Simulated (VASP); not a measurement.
Wanted: the native input for a VASP 6.6.1 run.

```yaml
Task: single point
Functional: PBEsol
Potentials_or_basis: VASP PAW PBE potentials, release 64 (P)
Cutoff: 500 eV
k_mesh: 10 × 10 × 9
Occupations: fermi-dirac, width 0.08 eV
Spin: no spin polarisation
Dipole_correction: no
Further_INCAR_settings: ALGO = Normal; EDIFF = 1e-06; NBANDS = 8
```

The structure of P lies in POSCAR:

```
P
1.0
    4.2301758088      0.0000000000      0.0000000000
    0.0000000000      4.2301758088      0.0000000000
    0.0000000000      0.0000000000      4.3780000000
P
1
Direct
    0.0000000000      0.0000000000      0.0000000000
```

This cell differs from its parent crystal: equal xx and yy strain of -1 %.

The input as run:

INCAR

```
PREC = Accurate ; ENCUT = 500
EDIFF = 1E-6 ; ISMEAR = -1
SIGMA = 0.08 ; LREAL = False
LASPH = True ; NELM = 120
ALGO = Normal ; ISIF = 2
LWAVE = False ; LCHARG = True
GGA = PS ; LELF = True
LVHAR = True ; NBANDS = 8
GGA_COMPAT = False
```

KPOINTS

```
Automatic mesh
0
Gamma
  10 10 9
```

Potentials or basis: VASP PAW PBE potentials, release 64 (P).

Run with:

```console
$ cat potpaw_PBE.64/P/POTCAR > POTCAR
$ mpirun -np 1 vasp_std > vasp.out
```

Results of the run:

```json
{
  "Pressure": "-4.0 GPa",
  "Band gap on the k mesh": "zero (an odd number of electrons rules out a gap without spin polarisation)"
}
```

Caveat: the cell differs from its parent crystal (equal xx and yy strain of -1 %); the cell stands under tension; the PAW data sets were made with another functional, which shifts forces and pressure a little.

Wall time 12 s on 1 thread of Intel(R) Xeon(R) 6975P-C (Granite Rapids), on a shared host, peak memory 0.19 GiB.
